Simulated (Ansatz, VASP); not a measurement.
# Al5Ru in VASP and in Ansatz

```xyz
6
Lattice="2.8790 0.0000 0.0000 -1.4395 2.4933 0.0000 0.0000 0.0000 13.2503" Properties=species:S:1:pos:R:3 pbc="T T T"
Al    0.0000    0.0000    8.9553
Al    0.0000    1.6622   11.3056
Al    0.0000    1.6622    1.9447
Al    0.0000    0.0000    4.2950
Al    0.0000    1.6622    6.6252
Ru    1.4395    0.8311    0.0000
```

Alike in both runs: functional PBE; k mesh 12 × 12 × 4; occupations gaussian, width 0.1 eV; no spin polarisation.

Ansatz relaxed the structure, and its values are those at the end. VASP's run is a single point on that final structure, the one shown.

|  | VASP | Ansatz |
| --- | --- | --- |
| version | VASP 6.6.1 | Ansatz 0.2.0 |
| potentials or method | VASP PAW PBE potentials, release 64 (Al, Ru_pv), cutoff 520 eV | scalar-relativistic, plane waves, PAW |
| valence electrons in the cell | 29 | 31 |

|  | VASP | Ansatz | Ansatz less VASP |
| --- | --- | --- | --- |
| gap on the k mesh at the Fermi level (eV) | none | none | - |
| pressure (GPa) | 0.0 | 0.0 | +0.04 |

A gap of «none» marks a metal or a gap that the smearing closes. VASP's potentials hold 29 valence electrons a cell and Ansatz's 31, so a difference there can come from the potentials and not from the codes.
